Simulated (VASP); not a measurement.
Here is a VASP 6.6.1 calculation.

INCAR

```
PREC = Accurate
ENCUT = 600
EDIFF = 1E-6
ISMEAR = 0
SIGMA = 0.1
LREAL = F
LASPH = T
NELM = 100
ALGO = Normal
ISIF = 3
LWAVE = F
LCHARG = F
GGA = PE
IBRION = 2
NSW = 90
EDIFFG = -0.04
```

The input KPOINTS:

```
regular mesh
0
Gamma
  6 6 2
```

File POSCAR:

```
In
1.0
    3.4119761980     -2.0347785326      0.0000000000
    3.4119761980      2.0347785326      0.0000000000
   -1.9057562036      0.0000000000      8.8339413706
In
4
Direct
    0.0504000000      0.0504000000      0.0996000000
    0.9496000000      0.9496000000      0.9004000000
    0.5050000000      0.5050000000      0.6000000000
    0.4950000000      0.4950000000      0.4000000000
```

Potentials or basis: VASP PAW PBE potentials, release 64 (In_d).

The run is started by

```bash
$ cat potpaw_PBE.64/In_d/POTCAR > POTCAR
$ mpirun -np 1 vasp_std > vasp.out
```

(1) Predict the space group after relaxing (to 0.05 Å).

(2) What does it give for the band gap on the k mesh?

## Answers

(1) C2/m (No. 12).

(2) zero (band 26 reaches 5.98 eV, above the bottom of band 27 at 5.15 eV).

Caveat: spin-orbit coupling is left out, which moves the levels of the heavy elements.
